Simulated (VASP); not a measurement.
**Rh: single point with revPBE**

Crystal: Rh.

```
CELL_PARAMETERS angstrom
4.35819 0.00000 0.00000
-2.17910 3.77431 0.00000
0.00000 0.00000 2.67539
ATOMIC_POSITIONS crystal
Rh 0.00000 0.00000 0.00000
Rh 0.33333 0.66667 0.50000
Rh 0.66667 0.33333 0.50000
```

```yaml
Program: VASP 6.6.1
Task: single point
Functional: revPBE
Potentials_or_basis: VASP PAW PBE potentials, release 64 (Rh_pv)
Cutoff: 520 eV
k_mesh: 11 × 11 × 15
Occupations: fermi-dirac, width 0.1 eV
Spin: no spin polarisation
```

```
Pressure : 0.0 GPa
```

Stress tensor (GPa, compression positive):
```
 0.17  0.00  0.00
 0.00  0.17  0.00
 0.00  0.00 -0.25
```

Levels at points of the mesh, in eV from the Fermi level:
| k point | band 20 | band 21 | band 22 | band 23 | band 24 | band 25 | band 26 | band 27 |
| --- | --- | --- | --- | --- | --- | --- | --- | --- |
| (0.00, 0.00, 0.00) | -1.53 | -1.53 | -1.46 | -1.46 | 0.70 | 0.70 | 8.18 | 8.18 |

Wall time 4 min on 1 thread of AMD EPYC 7R13 (shared host), peak memory 0.21 GiB.

Caveat: the PAW data sets were made with another functional, which shifts forces and pressure a little.
